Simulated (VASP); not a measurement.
Write the native input for VASP 6.6.1 that does the following.

```
Task                   : single point
Functional             : PBE
Potentials or basis    : VASP PAW PBE potentials, release 64 (Li_sv, Cl)
Cutoff                 : 520 eV
k mesh                 : 4 × 2 × 2
Occupations            : gaussian, width 0.1 eV
Spin                   : no spin polarisation
Dipole correction      : no
Further INCAR settings : ALGO = Normal; EDIFF = 1e-06; NBANDS = 30
```

The structure of LiCl lies in POSCAR:

```
LiCl
1.0
    0.0000000000      2.5746113100      2.5746113100
    5.1492226200      2.5746113100     -2.5746113100
   -5.1492226200      2.5746113100     -2.5746113100
Li Cl
4 4
Direct
    0.0000000000      0.0000000000      1.0000000000
    0.5000000000      0.5000000000      1.0000000000
    0.5000000000      0.0000000000      0.5000000000
    0.0000000000      0.5000000000      0.5000000000
    0.0000000000      0.2500000000      0.7500000000
    0.5000000000      0.7500000000      0.7500000000
    0.5000000000      0.2500000000      0.2500000000
    0.0000000000      0.7500000000      0.2500000000
```

These files were run (other wordings do the same):

INCAR

```
PREC = Accurate
ENCUT = 520
EDIFF = 1E-6
ISMEAR = 0
SIGMA = 0.1
LREAL = F
LASPH = T
NELM = 100
ALGO = Normal
ISIF = 2
LWAVE = F
LCHARG = F
GGA = PE
NBANDS = 30
```

KPOINTS

```
regular mesh
0
Gamma
  4 2 2
```

Potentials or basis: VASP PAW PBE potentials, release 64 (Li_sv, Cl).

Run with:

```bash
$ cat potpaw_PBE.64/Li_sv/POTCAR potpaw_PBE.64/Cl/POTCAR > POTCAR
$ mpirun -np 1 vasp_std > vasp.out
```

It gave:

* Band gap on the k mesh: 6.27 eV

Caveat: the k points lie up to 0.53 Å⁻¹ apart.

It took 18 s on 1 thread of AMD EPYC 9R45 96-Core Processor (Zen 5), with other jobs on the host, peak memory 0.21 GiB.
